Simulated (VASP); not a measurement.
# Sn3S2 (P-3m1) in VASP: a series of runs, part 2 of 2

VASP 6.6.1. The steps go on from the part before.

## 3. Single point, PBE

This run uses another cell than the first one, of 25.12 Å³/atom.

INCAR

```
PREC     = Accurate       # precision mode
ENCUT    = 520            # plane-wave cutoff, eV
EDIFF    = 1E-6           # SCF threshold, eV
ISMEAR   = 0              # smearing method
SIGMA    = 0.1            # smearing width, eV
LREAL    = F              # projectors in reciprocal space
LASPH    = T              # aspherical terms in the spheres
NELM     = 100            # most SCF steps
ALGO     = Normal         # electronic algorithm
ISIF     = 2              # what is computed and relaxed
LWAVE    = F              # write WAVECAR
LCHARG   = F              # write CHGCAR
GGA      = PE             # functional
NBANDS   = 35             # bands
```

KPOINTS

```
Automatic mesh
0
Gamma
  12 12 4
```

POSCAR

```
Sn3S2
1.0
    3.7384042939      0.0000000000      0.0000000000
   -1.8692021470      3.2375530881      0.0000000000
    0.0000000000      0.0000000000     10.3787959686
Sn S
3 2
Direct
    0.0000000000      0.0000000000      0.0000000000
    0.3333333333      0.6666666667      0.6344457766
    0.6666666667      0.3333333333      0.3655542234
    0.3333333333      0.6666666667      0.1935277416
    0.6666666667      0.3333333333      0.8064722584
```

Potentials or basis: VASP PAW PBE potentials, release 64 (Sn_d, S).

On the command line:

```sh
$ cat potpaw_PBE.64/Sn_d/POTCAR potpaw_PBE.64/S/POTCAR > POTCAR
$ mpirun -np 1 vasp_std > vasp.out
```

OUTCAR:

```text
PREC = Accurate
   ENCUT = 520
   EDIFF = 1E-6
   ISMEAR = 0
   LREAL = F
   LASPH = T
   NELM = 100
   ISIF = 2
   GGA = PE

 ion  position               nearest neighbor table
   1  0.000  0.000  0.000-   4 2.95   5 2.95   4 2.95   5 2.95   5 2.95   4 2.95
   2  0.333  0.667  0.634-   5 2.80   5 2.80   5 2.80   3 3.53   3 3.53   3 3.53
   3  0.667  0.333  0.366-   4 2.80   4 2.80   4 2.80   2 3.53   2 3.53   2 3.53
   4  0.333  0.667  0.194-   3 2.80   3 2.80   3 2.80   1 2.95   1 2.95   1 2.95
   5  0.667  0.333  0.806-   2 2.80   2 2.80   2 2.80   1 2.95   1 2.95   1 2.95

  LATTYP: Found a hexagonal cell.
 ALAT       =     3.7384042939
 C/A-ratio  =     2.7762636549

  Lattice vectors:

 A1 = (   3.7384042939,   0.0000000000,   0.0000000000)
 A2 = (  -1.8692021470,   3.2375530881,   0.0000000000)
 A3 = (   0.0000000000,   0.0000000000,  10.3787959686)

Analysis of symmetry for initial positions (statically):
=====================================================================
 Subroutine PRICEL returns:
 Original cell was already a primitive cell.

 Routine SETGRP: Setting up the symmetry group for a
 hexagonal supercell.

 Subroutine GETGRP returns: Found 12 space group operations
 (whereof 12 operations were pure point group operations)
 out of a pool of 24 trial point group operations.

The static configuration has the point symmetry D_3d.

Analysis of symmetry for dynamics (positions and initial velocities):
=====================================================================
 Subroutine PRICEL returns:
 Original cell was already a primitive cell.

 Routine SETGRP: Setting up the symmetry group for a
 hexagonal supercell.

 Subroutine GETGRP returns: Found 12 space group operations
 (whereof 12 operations were pure point group operations)
 out of a pool of 24 trial point group operations.

The dynamic configuration has the point symmetry D_3d.

 Subroutine INISYM returns: Found 12 space group operations
[... 123 lines left out ...]
     AMIX_MAG =   1.60;   BMIX_MAG =  1.00
  volume/ion in A,a.u.               =      25.12       169.54
  Fermi-wavevector in a.u.,A,eV,Ry     =   1.235538  2.334828 20.770023  1.526554
  Thomas-Fermi vector in A             =   2.370183
   LORBIT       =      0    0 simple, 1 ext, 2 COOP (PROOUT), +10 PAW based schemes
   GGA     = PE    functional components
   LHFCALC =     F    Hartree Fock is set to
   AEXX    =    0.0000 exact exchange contribution
   IVDW    =     0    specifies the selected vdW correction
   LEPSILON=     F    determine dielectric tensor
   LRPA    =     F    only Hartree local field effects (RPA)
 non-spin polarized calculation
 Gauss-broadening in eV      SIGMA  =   0.10
  energy-cutoff  :      520.00
  volume of cell :      125.62
 maximum number of plane-waves:      3414
   NGX = 13   NGY = 13   NGZ = 39

 number of electron      54.0000010 magnetization

 Free energy of the ion-electron system (eV)
  ---------------------------------------------------
  ext. energy  EPLUGINS =         0.00000000
  ---------------------------------------------------
  free energy    TOTEN  =       -20.76399303 eV

  energy without entropy =      -20.75719772  energy(sigma->0) =      -20.76059538

 E-fermi :   7.0567     XC(G=0):  -9.9525

 val. band max:        7.0433400201   @ k =   0.2500   0.1667   0.5000
 cond. band min:       7.0680467007   @ k =   0.2500   0.2500   0.0000
 fundamental gap:      0.0247066806
 Fermi energy:         7.0567273085

 k-point     1 :       0.0000    0.0000    0.0000
  band No.  band energies     occupation
      1     -14.8109      2.00000
      2     -14.7963      2.00000
      3     -14.7963      2.00000
      4     -14.7862      2.00000
      5     -14.7862      2.00000
      6     -14.7862      2.00000
[... 901 lines left out ...]
     34      11.6120      0.00000
     35      11.9129      0.00000

 [... further k-points ...]

------------------------ aborting loop because EDIFF is reached ----------------------------------------

  FORCE on cell =-STRESS in cart. coord.  units (eV):
  Direction    XX          YY          ZZ          XY          YZ          ZX
  --------------------------------------------------------------------------------------
  -------------------------------------------------------------------------------------
  Total       -0.0365287     -0.0365287     -0.0071244      0.0000000      0.0000000      0.0000000
  in kB       -0.4659023     -0.4659023     -0.0908676      0.0000000      0.0000000      0.0000000
  external PRESSURE =      -0.3408907 kB  Pullay stress =       0.0000000 kB

 VOLUME and BASIS-vectors are now :
 -----------------------------------------------------------------------------
  energy-cutoff  :      520.00
  volume of cell :      125.62
      direct lattice vectors                 reciprocal lattice vectors
     3.738404294  0.000000000  0.000000000     0.267493808  0.154437622  0.000000000
    -1.869202147  3.237553088  0.000000000     0.000000000  0.308875244  0.000000000
     0.000000000  0.000000000 10.378795969     0.000000000  0.000000000  0.096350290

 POSITION                                       TOTAL-FORCE (eV/Angst)
 -----------------------------------------------------------------------------------
      0.00000      0.00000      0.00000        -0.000000      0.000000      0.000000
     -0.00000      2.15837      6.58478         0.000000      0.000000     -0.008001
      1.86920      1.07918      3.79401         0.000000      0.000000      0.008001
     -0.00000      2.15837      2.00858        -0.000000      0.000000     -0.002644
      1.86920      1.07918      8.37021        -0.000000     -0.000000      0.002644
 -----------------------------------------------------------------------------------
    total drift:                                0.000000      0.000000      0.000000

  FREE ENERGIE OF THE ION-ELECTRON SYSTEM (eV)
  ---------------------------------------------------
  free  energy   TOTEN  =       -20.7639930304 eV

  energy  without entropy=      -20.7571977248  energy(sigma->0) =      -20.76059538
```

Run time: 1.7 min. Hardware: 1 thread of Intel Xeon 6975P-C (Granite Rapids), shared host; peak memory 0.39 GiB.

Results:

* Free energy: -20.7640 eV
* Pressure: 0.0 GPa
* Largest force: 0.008 eV/Å
* Band gap on the k mesh: zero (bands 27 and 28 overlap by 3.01 eV)

Forces in eV/Å, atoms in the order of the input:
```
Sn   0.000  0.000  0.000
Sn   0.000  0.000 -0.008
Sn   0.000  0.000  0.008
S    0.000  0.000 -0.003
S    0.000  0.000  0.003
```

Levels at points of the mesh, in eV from the Fermi level:
```
           k point  band 25  band 26  band 27  band 28  band 29  band 30
(0.00, 0.00, 0.00)    -2.03    -1.90     1.99     2.05     3.28     3.28
(0.50, 0.00, 0.00)    -2.82    -2.26    -1.59     0.13     0.77     1.41
(0.00, 0.00, 0.50)    -2.01     0.12     0.38     3.01     3.01     3.28
(0.50, 0.00, 0.50)    -2.89    -2.07    -1.50     0.46     0.86     2.12
```

Caveat: spin-orbit coupling is left out, which moves the levels of the heavy elements.
